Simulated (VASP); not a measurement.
Wanted: the native input for a VASP 6.6.1 run.

- Task: single point
- Functional: PBE
- Potentials or basis: VASP PAW PBE potentials, release 64 (Mg)
- Cutoff: 520 eV
- k mesh: 18 × 18 × 18
- Occupations: gaussian, width 0.15 eV
- Spin: no spin polarisation
- Dipole correction: no
- Further INCAR settings: ALGO = Normal; EDIFF = 1e-06; NBANDS = 7

The structure of Mg lies in POSCAR:

```
Mg
1.0
   -1.7262294287      1.7727644967      1.7262294287
    1.8192995647     -1.7727644967      1.8192995647
    1.7262294287      1.7727644967     -1.7262294287
Mg
1
Direct
    0.0000000000      0.0000000000      0.0000000000
```

This cell differs from its parent crystal: strain +0.0525 x Voigt [0, 0, 0, 0, 1, 0].

The input as run:

INCAR

```
  PREC = Accurate
  ENCUT = 520
  EDIFF = 1E-6
  ISMEAR = 0
  SIGMA = 0.15
  LREAL = F
  LASPH = T
  NELM = 80
  ALGO = Normal
  ISIF = 2
  LWAVE = F
  LCHARG = F
  GGA = PE
  NBANDS = 7
```

KPOINTS

```
regular mesh
0
Gamma
  18 18 18
```

Potentials or basis: VASP PAW PBE potentials, release 64 (Mg).

Run with:

```sh
$ cat potpaw_PBE.64/Mg/POTCAR > POTCAR
$ mpirun -np 1 vasp_std > vasp.out
```

It gave:

```json
{
 "Pressure": "1.1 GPa",
 "Band gap on the k mesh": "zero (band 1 reaches 6.62 eV, above the bottom of band 2 at 1.53 eV)"
}
```

Caveat: the cell differs from its parent crystal (strain +0.0525 x Voigt [0, 0, 0, 0, 1, 0]).

Wall time 42 s on 1 thread of Intel(R) Xeon(R) Platinum 8259CL CPU @ 2.50GHz (Skylake/Cascade Lake) (shared host), peak memory 0.26 GiB.
